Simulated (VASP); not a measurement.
# SiC (P6_3mc) in VASP: a series of runs

The runs below take SiC through single point, relaxation of cell and atoms, with PBEsol.

All numbers are computed with VASP 6.6.1; they aren't measurements. Logs are shortened: lines on timing, memory, paths and dates and some standing lists are left out, and cuts for length are marked.

## (1) The cell of the first run

The structure is hexagonal, space group P6_3mc (No. 186). The conventional cell has a = 3.078 Å, b = 3.078 Å, c = 10.076 Å, α = 90.00°, β = 90.00°, γ = 120.00°. Si (site symmetry 3m) has 4 C at 1.89 Å within 2.5 Å. Si (site symmetry 3m) has 4 C at 1.88 to 1.89 Å within 2.5 Å. Within 2.5 Å of C (site symmetry 3m) lie 4 Si at 1.88 to 1.89 Å. Within 2.5 Å of C (site symmetry 3m) lie 4 Si at 1.89 Å.

## (2) Single point, PBEsol

Contents of INCAR:

```
ALGO     = Normal         # electronic algorithm
EDIFF    = 1E-6           # SCF threshold, eV
ENCUT    = 520            # plane-wave cutoff, eV
GGA      = PS             # functional
ISIF     = 2              # what is computed and relaxed
ISMEAR   = 0              # smearing method
LASPH    = T              # aspherical terms in the spheres
LCHARG   = F              # write CHGCAR
LREAL    = Auto         
LWAVE    = F              # write WAVECAR
NBANDS   = 86             # bands
NELM     = 80             # most SCF steps
PREC     = Accurate       # precision mode
SIGMA    = 0.01           # smearing width, eV
```

Contents of KPOINTS:

```
k-points
0
Gamma
  2 2 2
```

Contents of POSCAR:

```
SiC
1.0
    3.0780369068     -5.3313163218      0.0000000000
   -6.1560738237      0.0000000058      0.0000000000
    0.0000000000      0.0000000000    -10.0756977068
Si C
16 16
Direct
    0.3333333333      0.1666666667      0.0621701848
    0.8333333333      0.1666666667      0.0621701848
    0.3333333333      0.6666666667      0.0621701848
    0.8333333333      0.6666666667      0.0621701848
    0.1666666667      0.3333333333      0.5621701848
    0.6666666667      0.3333333333      0.5621701848
    0.1666666667      0.8333333333      0.5621701848
    0.6666666667      0.8333333333      0.5621701848
    0.5000000000      0.5000000000      0.3121022255
    1.0000000000      0.5000000000      0.3121022255
    0.5000000000      1.0000000000      0.3121022255
    1.0000000000      1.0000000000      0.3121022255
    0.0000000000      0.0000000000      0.8121022255
    0.5000000000      0.0000000000      0.8121022255
    0.0000000000      0.5000000000      0.8121022255
    0.5000000000      0.5000000000      0.8121022255
    0.3333333333      0.1666666667      0.2501819866
    0.8333333333      0.1666666667      0.2501819866
    0.3333333333      0.6666666667      0.2501819866
    0.8333333333      0.6666666667      0.2501819866
    0.1666666667      0.3333333333      0.7501819866
    0.6666666667      0.3333333333      0.7501819866
    0.1666666667      0.8333333333      0.7501819866
    0.6666666667      0.8333333333      0.7501819866
    0.0000000000      0.5000000000      0.4995466031
    0.5000000000      0.5000000000      0.4995466031
    0.0000000000      1.0000000000      0.4995466031
    0.5000000000      1.0000000000      0.4995466031
    0.0000000000      0.0000000000      0.9995466031
    0.5000000000      0.0000000000      0.9995466031
    0.0000000000      0.5000000000      0.9995466031
    0.5000000000      0.5000000000      0.9995466031
```

Potentials or basis: VASP PAW PBE potentials, release 64 (Si, C).

Run with:

```sh
> cat potpaw_PBE.64/Si/POTCAR potpaw_PBE.64/C/POTCAR > POTCAR
> mpirun -np 1 vasp_std > vasp.out
```

OUTCAR:

```text
EDIFF = 1E-6
   ENCUT = 520
   GGA = PS
   ISIF = 2
   ISMEAR = 0
   LASPH = T
   LREAL = Auto
   NELM = 80
   PREC = Accurate

 ion  position               nearest neighbor table
   1  0.333  0.167  0.062-  29 1.89  32 1.89  30 1.89  17 1.89   2 3.08   2 3.08   3 3.08   3 3.08
                             4 3.08   4 3.08  12 3.08   9 3.08  11 3.08  13 3.08  16 3.08  14 3.08
   2  0.833  0.167  0.062-  30 1.89  31 1.89  29 1.89  18 1.89   1 3.08   1 3.08   4 3.08   4 3.08
                             3 3.08   3 3.08  11 3.08  10 3.08  12 3.08  14 3.08  15 3.08  13 3.08
   3  0.333  0.667  0.062-  31 1.89  30 1.89  32 1.89  19 1.89   4 3.08   4 3.08   1 3.08   1 3.08
                             2 3.08   2 3.08  10 3.08  11 3.08   9 3.08  15 3.08  14 3.08  16 3.08
   4  0.833  0.667  0.062-  32 1.89  29 1.89  31 1.89  20 1.89   3 3.08   3 3.08   2 3.08   2 3.08
                             1 3.08   1 3.08   9 3.08  12 3.08  10 3.08  16 3.08  13 3.08  15 3.08
   5  0.167  0.333  0.562-  26 1.89  27 1.89  25 1.89  21 1.89   6 3.08   6 3.08   7 3.08   7 3.08
                             8 3.08   8 3.08  16 3.08  13 3.08  15 3.08   9 3.08  12 3.08  10 3.08
   6  0.667  0.333  0.562-  25 1.89  28 1.89  26 1.89  22 1.89   5 3.08   5 3.08   8 3.08   8 3.08
                             7 3.08   7 3.08  15 3.08  14 3.08  16 3.08  10 3.08  11 3.08   9 3.08
   7  0.167  0.833  0.562-  28 1.89  25 1.89  27 1.89  23 1.89   8 3.08   8 3.08   5 3.08   5 3.08
                             6 3.08   6 3.08  14 3.08  15 3.08  13 3.08  11 3.08  10 3.08  12 3.08
   8  0.667  0.833  0.562-  27 1.89  26 1.89  28 1.89  24 1.89   7 3.08   7 3.08   6 3.08   6 3.08
                             5 3.08   5 3.08  13 3.08  16 3.08  14 3.08  12 3.08   9 3.08  11 3.08
   9  0.500  0.500  0.312-  20 1.88  17 1.88  19 1.88  26 1.89  10 3.08  10 3.08  11 3.08  11 3.08
[... 38 lines left out ...]
 A1 = (   3.0780369068,  -5.3313163218,   0.0000000000)
 A2 = (  -6.1560738237,   0.0000000058,   0.0000000000)
 A3 = (   0.0000000000,   0.0000000000, -10.0756977068)

Analysis of symmetry for initial positions (statically):
=====================================================================
 Subroutine PRICEL returns following result:

  LATTYP: Found a hexagonal cell.
 ALAT       =     3.0780369118
 C/A-ratio  =     3.2734167898

  Lattice vectors:

 A1 = (   1.5390184534,  -2.6656581609,   0.0000000000)
 A2 = (  -3.0780369118,   0.0000000029,   0.0000000000)
 A3 = (   0.0000000000,   0.0000000000, -10.0756977068)

   4 primitive cells build up your supercell.

 Routine SETGRP: Setting up the symmetry group for a
 hexagonal supercell.

 Subroutine GETGRP returns: Found 12 space group operations
 (whereof  6 operations were pure point group operations)
 out of a pool of 24 trial point group operations.

The static configuration has the point symmetry C_3v.
 The point group associated with its full space group is C_6v.

[... 129 lines left out ...]
   EFERMI =   0.00;   METHOD = LEGACY
   ISMEAR =     0;   SIGMA  =   0.01  broadening in eV -4-tet -1-fermi 0-gaus
   EFERMI_NEDOS =   21; number of points for ismear=-14 and -15
   IALGO  =     38    algorithm
   IMIX   =      4    mixing-type and parameters
     AMIX     =   0.40;   BMIX     =  1.00
     AMIX_MAG =   1.60;   BMIX_MAG =  1.00
  volume/ion in A,a.u.               =      10.33        69.74
  Fermi-wavevector in a.u.,A,eV,Ry     =   1.193091  2.254616 19.367443  1.423467
  Thomas-Fermi vector in A             =   2.329114
   LORBIT       =      0    0 simple, 1 ext, 2 COOP (PROOUT), +10 PAW based schemes
   GGA     = PS    functional components
   LHFCALC =     F    Hartree Fock is set to
   AEXX    =    0.0000 exact exchange contribution
   IVDW    =     0    specifies the selected vdW correction
   LEPSILON=     F    determine dielectric tensor
   LRPA    =     F    only Hartree local field effects (RPA)
 non-spin polarized calculation
 Gauss-broadening in eV      SIGMA  =   0.01
  energy-cutoff  :      520.00
  volume of cell :      330.68
 maximum number of plane-waves:      8977
 NGX is ok and might be reduce to    48
   NGX = 23   NGY = 23   NGZ = 37

 number of electron     128.0000002 magnetization

 Free energy of the ion-electron system (eV)
  ---------------------------------------------------
  ext. energy  EPLUGINS =         0.00000000
  ---------------------------------------------------
  free energy    TOTEN  =      -253.62413415 eV

  energy without entropy =     -253.62413415  energy(sigma->0) =     -253.62413415

 E-fermi :   8.2266     XC(G=0): -11.5003

 val. band max:        8.1694378393   @ k =   0.0000   0.0000   0.0000
 cond. band min:      10.2525119716   @ k =   0.0000   0.0000   0.0000
 fundamental gap:      2.0830741323
 Fermi energy:         8.2266070885

 k-point     1 :       0.0000    0.0000    0.0000
  band No.  band energies     occupation
      1      -7.3576      2.00000
      2      -6.1732      2.00000
      3      -6.1350      2.00000
      4      -3.8981      2.00000
      5      -3.8981      2.00000
      6      -3.8981      2.00000
[... 305 lines left out ...]
     75      13.6155      0.00000
     76      13.6155      0.00000
 [bands above 76 left out]

------------------------ aborting loop because EDIFF is reached ----------------------------------------

  FORCE on cell =-STRESS in cart. coord.  units (eV):
  Direction    XX          YY          ZZ          XY          YZ          ZX
  --------------------------------------------------------------------------------------
  -------------------------------------------------------------------------------------
  Total        2.1965121      2.1965121     -0.8035806      0.0000000      0.0000000      0.0000000
  in kB       10.6421845     10.6421845     -3.8933783      0.0000000      0.0000000      0.0000000
  external PRESSURE =       5.7969969 kB  Pullay stress =       0.0000000 kB

 VOLUME and BASIS-vectors are now :
 -----------------------------------------------------------------------------
  energy-cutoff  :      520.00
  volume of cell :      330.68
      direct lattice vectors                 reciprocal lattice vectors
     3.078036907 -5.331316322  0.000000000    -0.000000000 -0.187570937  0.000000000
    -6.156073824  0.000000006  0.000000000    -0.162441197 -0.093785469  0.000000000
     0.000000000  0.000000000-10.075697707     0.000000000  0.000000000 -0.099248710

 POSITION                                       TOTAL-FORCE (eV/Angst)
 -----------------------------------------------------------------------------------
     -0.00000     -1.77711     -0.62641        -0.000000     -0.000000      0.041960
      1.53902     -4.44276     -0.62641        -0.000000      0.000000      0.041960
     -3.07804     -1.77711     -0.62641         0.000000     -0.000000      0.041960
     -1.53902     -4.44276     -0.62641         0.000000     -0.000000      0.041960
     -1.53902     -0.88855     -5.66426        -0.000000      0.000000      0.041960
     -0.00000     -3.55421     -5.66426        -0.000000      0.000000      0.041960
[... 24 lines left out ...]
     -3.07804      0.00000    -10.07113        -0.000000      0.000000     -0.031691
     -1.53902     -2.66566    -10.07113        -0.000000      0.000000     -0.031691
 -----------------------------------------------------------------------------------
    total drift:                               -0.000000     -0.000000      0.005638

  FREE ENERGIE OF THE ION-ELECTRON SYSTEM (eV)
  ---------------------------------------------------
  free  energy   TOTEN  =      -253.6241341466 eV

  energy  without entropy=     -253.6241341466  energy(sigma->0) =     -253.62413415
```

stdout:

```text
POSCAR found type information on POSCAR SiC
 POSCAR found :  2 types and      32 ions
 scaLAPACK will be used
 -----------------------------------------------------------------------------
|                                                                             |
|                                                                             |
|     You enforced a specific xc type in the INCAR file but a different       |
|     I HOPE YOU KNOW WHAT YOU ARE DOING!                                     |
|                                                                             |
 -----------------------------------------------------------------------------

 LDA part: xc-table for (Slater+PW92), standard interpolation
 POSCAR, INCAR and KPOINTS ok, starting setup
 FFT: planning ... GRIDC
 FFT: planning ... GRID_SOFT
 FFT: planning ... GRID
 WAVECAR not read
 entering main loop
```

Run time: 4.4 min. Hardware: 1 thread of Intel Xeon Platinum 8259CL at 2.50GHz (Skylake/Cascade Lake), shared host; peak memory 0.43 GiB.

What came out:

```yaml
Free_energy: -253.6241 eV
Pressure: 0.6 GPa
Largest_force: 0.052 eV/Å
Band_gap_on_the_k_mesh: 2.08 eV
```

Forces in eV/Å, atoms in the order of the input:
```
Si   0.000  0.000  0.042
Si   0.000  0.000  0.042
Si   0.000  0.000  0.042
Si   0.000  0.000  0.042
Si   0.000  0.000  0.042
Si   0.000  0.000  0.042
Si   0.000  0.000  0.042
Si   0.000  0.000  0.042
Si   0.000  0.000  0.042
Si   0.000  0.000  0.042
Si   0.000  0.000  0.042
Si   0.000  0.000  0.042
Si   0.000  0.000  0.042
Si   0.000  0.000  0.042
Si   0.000  0.000  0.042
Si   0.000  0.000  0.042
C    0.000  0.000 -0.052
C    0.000  0.000 -0.052
C    0.000  0.000 -0.052
C    0.000  0.000 -0.052
C    0.000  0.000 -0.052
C    0.000  0.000 -0.052
C    0.000  0.000 -0.052
C    0.000  0.000 -0.052
C    0.000  0.000 -0.032
C    0.000  0.000 -0.032
C    0.000  0.000 -0.032
C    0.000  0.000 -0.032
C    0.000  0.000 -0.032
C    0.000  0.000 -0.032
C    0.000  0.000 -0.032
C    0.000  0.000 -0.032
```

Levels at points of the mesh, in eV from the valence-band top:
```tsv
k point	band 60	band 61	band 62	band 63	band 64	band 65	band 66	band 67	band 68	band 69
(0.00, 0.00, 0.00)	-0.59	-0.59	-0.05	0.00	0.00	2.08	2.08	2.08	2.21	2.21
(0.50, 0.00, 0.00)	-1.64	-0.85	-0.85	-0.55	-0.55	3.51	3.51	3.65	3.65	4.16
(0.00, 0.00, 0.50)	-1.05	-0.21	-0.21	-0.21	-0.21	2.50	2.50	2.50	2.50	2.50
(0.50, 0.00, 0.50)	-1.29	-0.93	-0.93	-0.93	-0.93	3.76	3.76	3.76	3.76	3.82
```

Caveat: the k points lie up to 0.59 Å⁻¹ apart; the PAW data sets were made with another functional, which shifts forces and pressure a little. A k mesh can miss the band edges.

(Part 1 of 2 ends here.)
